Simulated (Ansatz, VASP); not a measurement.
## Two plane-wave programs on NaH

The input POSCAR:

```
NaH
1.0
    2.9551240000      0.0000000000      0.0000000000
    0.0000000000      2.9551240000      0.0000000000
    0.0000000000      0.0000000000      2.9551240000
Na H
1 1
Direct
    0.0000000000      0.0000000000      0.0000000000
    0.5000000000      0.5000000000      0.5000000000
```

INCAR.step1

```
ALGO = Normal
EDIFF = 1E-5
ENCUT = 840
GGA = PE
GGA_COMPAT = False
ISIF = 2
ISMEAR = 0
LASPH = True
LREAL = False
LWAVE = True
NBANDS = 12
NELM = 120
PREC = Accurate
SIGMA = 0.01
```

Contents of INCAR.step2:

```
AEXX = 0.25
ALGO = Normal
EDIFF = 1E-6
ENCUT = 840
GGA = PE
GGA_COMPAT = False
ISIF = 2
ISMEAR = 0
ISTART = 1
LASPH = True
LCHARG = True
LELF = True
LHFCALC = True
LREAL = False
LVHAR = True
LWAVE = False
NBANDS = 12
NELM = 120
PREC = Accurate
PRECFOCK = Normal
SIGMA = 0.01
```

Contents of KPOINTS:

```
k-points
0
Gamma
  2 2 2
```

Input for Ansatz:

```yaml
crystal:
  lattice:
    - [2.955124, 0.0, 0.0]
    - [0.0, 2.955124, 0.0]
    - [0.0, 0.0, 2.955124]
  atoms:
    - { symbol: Na, position: [0.0, 0.0, 0.0] }
    - { symbol: H, position: [0.5, 0.5, 0.5] }
kpoints:
  mp_grid:
    grid: [2, 2, 2]
    shift: [0.0, 0.0, 0.0]
hamiltonian:
  xc: pbe0
scf:
  max_iter: 200
  occupations:
    method: fixed
output:
  eigenvalues: true
```

Alike in both runs: task single point; functional PBE0; k mesh 2 × 2 × 2; no spin polarisation.

|  | VASP | Ansatz |
| --- | --- | --- |
| version | VASP 6.6.1 | Ansatz 0.2.0 |
| potentials or method | VASP PAW PBE potentials, release 64 (Na_sv, H) | plane waves, PAW |
| plane-wave cutoff (eV) | 840 | 420 |
| occupations | gaussian, width 0.01 eV | fixed |
| valence electrons in the cell | 10 | 10 |

```csv
,VASP,Ansatz,Ansatz less VASP
gap on the k mesh at the Fermi level (eV),2.75,2.60,-0.152
```

The k mesh is coarse, so the values compare programs but aren't converged.
